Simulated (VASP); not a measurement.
# Cu in VASP: relaxation of the atoms with PBEsol

Aim: the relaxation of the atoms of Cu with PBEsol.

Everything below comes from runs of VASP 6.6.1. Logs are shortened: lines on timing, memory, paths and dates and some standing lists are left out, and cuts for length are marked.

### 1 The cell of the first run

The cell holds a slab with vacuum, 5 atoms: a = 2.521 Å, b = 2.521 Å, c = 23.233 Å, α = 90.00°, β = 90.00°, γ = 120.00°.

### 2 Relaxation of the atoms, PBEsol

Input file INCAR:

```
SYSTEM = Cu
  PREC = Accurate
  ENCUT = 520
  EDIFF = 1E-7
  ISMEAR = 0
  SIGMA = 0.1
  LREAL = .False.
  LASPH = .True.
  NELM = 100
  ALGO = Normal
  ISIF = 2
  LWAVE = .False.
  LCHARG = .False.
  LDIPOL = .True.
  IDIPOL = 3
  DIPOL = 0.5 0.5 0.500
  GGA = PS
  IBRION = 2
  NSW = 80
  EDIFFG = -0.02
```

Input file KPOINTS:

```
Automatic mesh
0
Gamma
  15 15 1
  0 0 0
```

Input file POSCAR:

```
Cu
1.0
    2.5205910252      0.0000000000      0.0000000000
   -1.2602955126      2.1828958604      0.0000000000
    0.0000000000      0.0000000000     23.2330465351
Cu
5
Direct
    0.3333333333      0.6666666667      0.3228160366
    0.6666666667      0.3333333333      0.4114080183
    0.3333333333      0.6666666667      0.5000000000
    0.6666666667      0.3333333333      0.5885919817
    0.3333333333      0.6666666667      0.6771839634
```

Potentials or basis: VASP PAW PBE potentials, release 64 (Cu).

On the command line:

```bash
cat potpaw_PBE.64/Cu/POTCAR > POTCAR
mpirun -np 1 vasp_std > vasp.out
```

OUTCAR:

```text
SYSTEM = Cu
   PREC = Accurate
   ENCUT = 520
   EDIFF = 1E-7
   ISMEAR = 0
   LREAL = .False.
   LASPH = .True.
   NELM = 100
   ISIF = 2
   GGA = PS
   IBRION = 2
   NSW = 80
   EDIFFG = -0.02

 ion  position               nearest neighbor table
   1  0.333  0.667  0.323-   2 2.52   2 2.52   2 2.52
   2  0.667  0.333  0.411-   1 2.52   3 2.52   1 2.52   3 2.52   1 2.52   3 2.52
   3  0.333  0.667  0.500-   2 2.52   4 2.52   2 2.52   4 2.52   2 2.52   4 2.52
   4  0.667  0.333  0.589-   3 2.52   5 2.52   3 2.52   5 2.52   3 2.52   5 2.52
   5  0.333  0.667  0.677-   4 2.52   4 2.52   4 2.52

  LATTYP: Found a hexagonal cell.
 ALAT       =     2.5205910252
 C/A-ratio  =     9.2173011420

  Lattice vectors:

 A1 = (   2.5205910252,   0.0000000000,   0.0000000000)
 A2 = (  -1.2602955126,   2.1828958604,   0.0000000000)
 A3 = (   0.0000000000,   0.0000000000,  23.2330465351)

Analysis of symmetry for initial positions (statically):
=====================================================================
 Subroutine PRICEL returns:
 Original cell was already a primitive cell.

 Routine SETGRP: Setting up the symmetry group for a
 hexagonal supercell.

 Subroutine GETGRP returns: Found 12 space group operations
 (whereof 12 operations were pure point group operations)
 out of a pool of 24 trial point group operations.

The static configuration has the point symmetry D_3h.

Analysis of symmetry for dynamics (positions and initial velocities):
=====================================================================
 Subroutine PRICEL returns:
 Original cell was already a primitive cell.

 Routine SETGRP: Setting up the symmetry group for a
 hexagonal supercell.

 Subroutine GETGRP returns: Found 12 space group operations
 (whereof 12 operations were pure point group operations)
 out of a pool of 24 trial point group operations.

The dynamic configuration has the point symmetry D_3h.

 Subroutine INISYM returns: Found 12 space group operations
 (whereof 12 operations are pure point group operations),
 and found     1 'primitive' translations

----------------------------------------------------------------------------------------

[... 108 lines left out ...]
   PSTRESS=    0.0 pullay stress
   NELECT =      55.0000    total number of electrons
   NUPDOWN=      -1.0000    fix difference up-down
   EMIN   =  10.00;   EMAX   =-10.00  energy-range for DOS
   EFERMI =   0.00;   METHOD = LEGACY
   ISMEAR =     0;   SIGMA  =   0.10  broadening in eV -4-tet -1-fermi 0-gaus
   EFERMI_NEDOS =   21; number of points for ismear=-14 and -15
   IALGO  =     38    algorithm
   IMIX   =      4    mixing-type and parameters
     AMIX     =   0.40;   BMIX     =  1.00
     AMIX_MAG =   1.60;   BMIX_MAG =  1.00
  volume/ion in A,a.u.               =      25.57       172.53
  Fermi-wavevector in a.u.,A,eV,Ry     =   1.235896  2.335504 20.782063  1.527439
  Thomas-Fermi vector in A             =   2.370527
   LORBIT       =      0    0 simple, 1 ext, 2 COOP (PROOUT), +10 PAW based schemes
   GGA     = PS    functional components
   LHFCALC =     F    Hartree Fock is set to
   AEXX    =    0.0000 exact exchange contribution
   IVDW    =     0    specifies the selected vdW correction
   LEPSILON=     F    determine dielectric tensor
   LRPA    =     F    only Hartree local field effects (RPA)
 conjugate gradient relaxation of ions
 non-spin polarized calculation
 Gauss-broadening in eV      SIGMA  =   0.10
  energy-cutoff  :      520.00
  volume of cell :      127.83
 maximum number of plane-waves:      3471
 NGX is ok and might be reduce to    20
   NGX =  9   NGY =  9   NGZ = 87

--------------------------------------- Ionic step        1  -------------------------------------------

 number of electron      54.9999967 magnetization

 dipolmoment           0.000000      0.000000     -0.000000 electrons x Angstroem

 Free energy of the ion-electron system (eV)
  ---------------------------------------------------
  ext. energy  EPLUGINS =         0.00000000
  ---------------------------------------------------
  free energy    TOTEN  =       -20.43278735 eV

  energy without entropy =      -20.42622799  energy(sigma->0) =      -20.42950767

------------------------ aborting loop because EDIFF is reached ----------------------------------------

  FORCE on cell =-STRESS in cart. coord.  units (eV):
  Direction    XX          YY          ZZ          XY          YZ          ZX
  --------------------------------------------------------------------------------------
  -------------------------------------------------------------------------------------
  Total       -1.4100616     -1.4100616      0.0077008      0.0000000      0.0000000      0.0000000
  in kB      -17.6728703    -17.6728703      0.0965177      0.0000000      0.0000000      0.0000000
  external PRESSURE =     -11.7497410 kB  Pullay stress =       0.0000000 kB
[... 65 lines left out ...]
--------------------------------------- Ionic step        3  -------------------------------------------

 number of electron      54.9999967 magnetization

 dipolmoment           0.000000      0.000000      0.000000 electrons x Angstroem

 Free energy of the ion-electron system (eV)
  ---------------------------------------------------
  ext. energy  EPLUGINS =         0.00000000
  ---------------------------------------------------
  free energy    TOTEN  =       -20.43372440 eV

  energy without entropy =      -20.42719470  energy(sigma->0) =      -20.43045955

 E-fermi :   0.7995     XC(G=0):  -6.6077

 val. band max:        0.7144005831   @ k =   0.2000   0.1333   0.0000
 cond. band min:       0.8234047961   @ k =   0.0667   0.0000   0.0000
 fundamental gap:      0.1090042130
 Fermi energy:         0.7995058124

 k-point     1 :       0.0000    0.0000    0.0000
  band No.  band energies     occupation
      1      -8.6098      2.00000
      2      -7.6855      2.00000
      3      -6.3425      2.00000
      4      -5.0256      2.00000
      5      -4.5643      2.00000
      6      -2.5170      2.00000
[... 853 lines left out ...]
     32       6.8543      0.00000
     33       7.1487      0.00000

 [... further k-points ...]

------------------------ aborting loop because EDIFF is reached ----------------------------------------

 vacuum level on the upper side and lower side of the slab       (xc-potential included)        -0.031        -0.031

  FORCE on cell =-STRESS in cart. coord.  units (eV):
  Direction    XX          YY          ZZ          XY          YZ          ZX
  --------------------------------------------------------------------------------------
  -------------------------------------------------------------------------------------
  Total       -1.3767650     -1.3767650      0.0747458     -0.0000000      0.0000000      0.0000000
  in kB      -17.2555508    -17.2555508      0.9368198     -0.0000000      0.0000000      0.0000000
  external PRESSURE =     -11.1914272 kB  Pullay stress =       0.0000000 kB
[... 20 lines left out ...]
  FREE ENERGIE OF THE ION-ELECTRON SYSTEM (eV)
  ---------------------------------------------------
  free  energy   TOTEN  =       -20.4337243956 eV

  energy  without entropy=      -20.4271947001  energy(sigma->0) =      -20.43045955

 reached required accuracy - stopping structural energy minimisation

 vacuum level on the upper side and lower side of the slab         5.737         5.737
```

OSZICAR:

```text
N       E                     dE             d eps       ncg     rms          rms(c)
DAV:   1     0.471430908333E+03    0.47143E+03   -0.24801E+04  1782   0.230E+03
DAV:   2     0.226454516139E+02   -0.44879E+03   -0.43885E+03  1783   0.426E+02
DAV:   3    -0.237963703863E+02   -0.46442E+02   -0.44062E+02  1896   0.195E+02
DAV:   4    -0.254823720712E+02   -0.16860E+01   -0.16740E+01  2140   0.459E+01
[... 37 lines left out ...]
DAV:   4    -0.204337323268E+02    0.48336E-05   -0.20548E-05  2174   0.239E-01    0.214E-02
DAV:   5    -0.204337257413E+02    0.65855E-05   -0.36453E-05  3198   0.129E-01    0.808E-03
DAV:   6    -0.204337247456E+02    0.99565E-06   -0.44069E-06  2676   0.812E-02    0.435E-03
DAV:   7    -0.204337244723E+02    0.27329E-06   -0.15538E-06  2749   0.470E-02    0.220E-03
DAV:   8    -0.204337243956E+02    0.76757E-07   -0.59221E-07  1992   0.103E-02
   3 F= -.20433724E+02 E0= -.20430460E+02  d E =-.937046E-03
```

CONTCAR:

```text
Cu
   1.00000000000000
     2.5205910251999999    0.0000000000000000    0.0000000000000000
    -1.2602955125999999    2.1828958603999999    0.0000000000000000
     0.0000000000000000    0.0000000000000000   23.2330465351000015
  Cu
     5
Direct
     0.3333333332999970    0.6666666667000030    0.3229731574991376
     0.6666666667000030    0.3333333332999970    0.4110582940934909
     0.3333333332999970    0.6666666667000030    0.5000000000000000
     0.6666666667000030    0.3333333332999970    0.5889417059065091
     0.3333333332999970    0.6666666667000030    0.6770268425008625

  0.00000000E+00  0.00000000E+00  0.00000000E+00
  0.00000000E+00  0.00000000E+00  0.00000000E+00
  0.00000000E+00  0.00000000E+00  0.00000000E+00
  0.00000000E+00  0.00000000E+00  0.00000000E+00
  0.00000000E+00  0.00000000E+00  0.00000000E+00
```

Wall time 5.3 min (1 thread of Intel Xeon Platinum 8259CL at 2.50GHz (Skylake/Cascade Lake), shared host); peak memory 0.29 GiB.

Results:

```yaml
Free_energy: -20.4337 eV
Energy_gained_by_relaxing: 0.2 meV/atom
Ionic_steps: 3
Largest_force_after_relaxing: 0.009 eV/Å
Band_gap_on_the_k_mesh: zero (an odd number of electrons rules out a gap without spin polarisation)
```

Forces in eV/Å, atoms in the order of the input:
```
Cu   0.000  0.000 -0.009
Cu   0.000  0.000 -0.006
Cu   0.000  0.000  0.000
Cu   0.000  0.000  0.006
Cu   0.000  0.000  0.009
```

Step by step:
```tsv
step	energy change (eV)	largest force (eV/Å)	pressure (GPa)
1	0.0000	0.0904	-1.17
2	-0.0007	0.0453	-1.15
3	-0.0009	0.0088	-1.12
```

Final structure:
```
Cu
1.0
     2.52059    0.00000    0.00000
    -1.26030    2.18290    0.00000
     0.00000    0.00000   23.23305
Cu
5
Direct
  0.33333 0.66667 0.32297
  0.66667 0.33333 0.41106
  0.33333 0.66667 0.50000
  0.66667 0.33333 0.58894
  0.33333 0.66667 0.67703
```

Caveat: the PAW data sets were made with another functional, which shifts forces and pressure a little.

The gap in the log of VASP goes by the Fermi energy; the results here count the filled bands.